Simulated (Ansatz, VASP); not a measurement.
**One calculation of Mg2Ti3O3, two programs**

```
CELL_PARAMETERS angstrom
6.50479 0.00000 0.00000
-3.25240 5.63331 0.00000
0.00000 0.00000 2.79762
ATOMIC_POSITIONS crystal
Mg 0.00000 0.00000 0.50000
Mg 0.66667 0.33333 0.00000
Ti 0.59024 0.79512 0.00000
Ti 0.20488 0.79512 0.00000
Ti 0.20488 0.40976 0.00000
O 0.99798 0.49899 0.50000
O 0.50101 0.49899 0.50000
O 0.50101 0.00202 0.50000
```

Change from the starting cell: species swapped into the Mn3Fe3Ge2 type (P-6m2, No. 187).

Alike in both runs: functional PBE; k mesh 4 × 4 × 4; occupations gaussian, width 0.2 eV; collinear spin.

Ansatz relaxed the structure, and its values are those at the end. VASP's run is a single point on that final structure, the one shown.

```csv
,VASP,Ansatz
version,VASP 6.6.1,Ansatz 0.2.0
potentials or method,"VASP PAW PBE potentials, release 64 (Mg, Ti_sv, O), cutoff 520 eV","scalar-relativistic, plane waves, PAW"
valence electrons in the cell,58,74
```

Ansatz gave:

* gap on the k mesh at the Fermi level (eV): none
* pressure (GPa): 0.3
* rms of the force components (eV/Å): 0.002
* net moment per atom (μB): 0.00

Problem. What did VASP give for the same quantities?

Solution. gap on the k mesh at the Fermi level (eV): none; pressure (GPa): 0.3; rms of the force components (eV/Å): 0.019; net moment per atom (μB): 0.00.

A gap of «none» marks a metal or a gap that the smearing closes. VASP's potentials hold 58 valence electrons a cell and Ansatz's 74, so a difference there can come from the potentials and not from the codes. Ansatz's warnings: seeded moment not kept.

The k mesh is coarse, so the values compare programs but aren't converged.
